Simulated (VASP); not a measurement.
Input of a VASP 6.6.1 run:

Contents of INCAR:

```
PREC     = Accurate       # precision mode
ENCUT    = 520            # plane-wave cutoff, eV
EDIFF    = 1E-6           # SCF threshold, eV
ISMEAR   = -1             # smearing method
SIGMA    = 0.08           # smearing width, eV
LREAL    = F              # projectors in reciprocal space
LASPH    = T              # aspherical terms in the spheres
NELM     = 60             # most SCF steps
ALGO     = Normal         # electronic algorithm
ISIF     = 2              # what is computed and relaxed
LWAVE    = F              # write WAVECAR
LCHARG   = T              # write CHGCAR
LELF     = T              # ELF
LVHAR    = T            
NBANDS   = 11             # bands
```

KPOINTS

```
regular mesh
0
Gamma
  12 12 12
```

POSCAR

```
Si
1.0
    0.0000000000      2.5882630349      2.5882630349
    2.5882630349      0.0000000000      2.5882630349
    2.5882630349      2.5882630349      0.0000000000
Si
2
Direct
   -0.1250000000     -0.1250000000     -0.1250000000
    0.1250000000      0.1250000000      0.1250000000
```

Potentials or basis: VASP PAW LDA potentials, release 64 (Si).

The run is started by

```bash
$ cat potpaw_LDA.64/Si/POTCAR > POTCAR
$ mpirun -np 1 vasp_std > vasp.out
```

(1) Estimate the band gap on the k mesh.

(2) Estimate the pressure.

Results:

(1) 0.20 eV, indirect (least direct gap 2.57 eV).

(2) 16.2 GPa.
